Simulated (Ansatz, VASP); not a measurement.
# Na4TeC in VASP and in Ansatz

Contents of INCAR:

```
PREC = Accurate
ENCUT = 520
EDIFF = 1E-6
ISMEAR = 0
SIGMA = 0.1
LREAL = F
LASPH = T
NELM = 100
ALGO = Normal
ISIF = 2
LWAVE = F
LCHARG = F
GGA = PE
NBANDS = 28
```

File KPOINTS:

```
Automatic mesh
0
Gamma
  4 4 4
```

POSCAR

```
Na4TeC
1.0
    4.8303937700      0.0000000000      0.0000000000
    0.0000000000      4.8303937700      0.0000000000
    0.0000000000      0.0000000000      6.8312083900
Na Te C
4 1 1
Direct
    0.5000000000      0.0000000000      0.2500000000
    0.0000000000      0.5000000000      0.7500000000
    0.5000000000      0.0000000000      0.7500000000
    0.0000000000      0.5000000000      0.2500000000
    0.5000000000      0.5000000000      0.5000000000
    0.0000000000      0.0000000000      0.0000000000
```

Input for Ansatz:

```yaml
crystal:
  lattice:
    - [4.83039377, 0.0, 0.0]
    - [0.0, 4.83039377, 0.0]
    - [0.0, 0.0, 6.83120839]
  atoms:
    - { symbol: Na, position: [0.5, 0.0, 0.25] }
    - { symbol: Na, position: [0.0, 0.5, 0.75] }
    - { symbol: Na, position: [0.5, 0.0, 0.75] }
    - { symbol: Na, position: [0.0, 0.5, 0.25] }
    - { symbol: Te, position: [0.5, 0.5, 0.5] }
    - { symbol: C, position: [0.0, 0.0, 0.0] }
basis:
  ecutwfc: 420
kpoints:
  mp_grid: { grid: [4, 4, 4] }
hamiltonian:
  xc: pbe
scf:
  occupations: { method: gaussian, width: 0.1 }
  lower_state_search: "off"
output:
  forces: true
  stress: true
  eigenvalues: true
```

Alike in both runs: task single point; functional PBE; k mesh 4 × 4 × 4; occupations gaussian, width 0.1 eV; no spin polarisation.

|  | VASP | Ansatz |
| --- | --- | --- |
| version | VASP 6.6.1 | Ansatz 0.2.0 |
| potentials or method | VASP PAW PBE potentials, release 64 (Na_pv, Te, C), cutoff 520 eV | scalar-relativistic, plane waves, PAW |
| valence electrons in the cell | 38 | 56 |

```tsv
	VASP	Ansatz	Ansatz less VASP
gap on the k mesh at the Fermi level (eV)	none	none	-
pressure (GPa)	1.0	1.0	-0.04
traceless stress, the component that is largest in VASP (GPa)	0.39	0.39	+0.001
rms of the force components (eV/Å)	0.334	0.331	-0.0025
```

Atom by atom the forces differ by 0.002 eV/Å (rms over components). A gap of «none» marks a metal or a gap that the smearing closes. With one functional, cell and mesh, what is left measures potentials, basis and numerics. VASP's potentials hold 38 valence electrons a cell and Ansatz's 56, so a difference there can come from the potentials and not from the codes.

Neither program's run includes spin-orbit coupling.
